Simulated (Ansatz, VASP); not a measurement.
# One calculation of CsLiIr, two programs

```
CELL_PARAMETERS angstrom
3.90003 0.00000 0.00000
0.00000 3.90003 0.00000
0.00000 0.00000 11.88655
ATOMIC_POSITIONS crystal
Cs 0.50000 0.00000 0.71061
Cs 0.00000 0.50000 0.28939
Li 0.50000 0.00000 0.12928
Li 0.00000 0.50000 0.87072
Ir 0.00000 0.00000 0.00000
Ir 0.50000 0.50000 0.00000
```

Alike in both runs: functional PBE; k mesh 10 × 10 × 4; occupations gaussian, width 0.1 eV; no spin polarisation.

Ansatz relaxed the structure, and its values are those at the end. VASP's run is a single point on that final structure, the one shown.

|  | VASP | Ansatz |
| --- | --- | --- |
| version | VASP 6.6.1 | Ansatz 0.2.0 |
| potentials or method | VASP PAW PBE potentials, release 64 (Cs_sv, Li_sv, Ir), cutoff 750 eV | scalar-relativistic, plane waves, PAW |
| valence electrons in the cell | 42 | 58 |

```csv
,VASP,Ansatz,Ansatz less VASP
gap on the k mesh at the Fermi level (eV),none,none,-
pressure (GPa),0.0,0.0,-0.01
rms of the force components (eV/Å),0.005,0.001,-0.0035
```

A gap of «none» marks a metal or a gap that the smearing closes. VASP's potentials hold 42 valence electrons a cell and Ansatz's 58, so a difference there can come from the potentials and not from the codes.

Neither program's run includes spin-orbit coupling.
